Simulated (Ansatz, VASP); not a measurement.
**Te in VASP and in Ansatz**

```
CELL_PARAMETERS angstrom
3.00227 0.00000 0.00000
0.00000 3.27442 0.00000
-0.20056 0.00000 3.34579
ATOMIC_POSITIONS crystal
Te 0.00000 0.00000 0.50000
```

Alike in both runs: task relaxation of cell and atoms; functional PBE; k mesh 6 × 6 × 6; occupations gaussian, width 0.1 eV; no spin polarisation.

|  | VASP | Ansatz |
| --- | --- | --- |
| version | VASP 6.6.1 | Ansatz 0.2.0 |
| potentials or method | VASP PAW PBE potentials, release 64 (Te), cutoff 600 eV | scalar-relativistic, plane waves, PAW |
| valence electrons in the cell | 6 | 16 |

Ansatz gave:

| Quantity | Value |
| --- | --- |
| gap on the k mesh at the Fermi level, each at its own relaxed structure (eV) | none |
| relaxed volume (Å³/atom) | 33.13 |
| relaxed cell length with the largest relative difference (Å) | 2.981 |

Q: Which values does VASP return?

A: gap on the k mesh at the Fermi level, each at its own relaxed structure (eV): none; relaxed volume (Å³/atom): 33.13; relaxed cell length with the largest relative difference (Å): 2.983.

A gap of «none» marks a metal or a gap that the smearing closes. VASP's potentials hold 6 valence electrons a cell and Ansatz's 16, so a difference there can come from the potentials and not from the codes.

Spin-orbit coupling is off throughout.
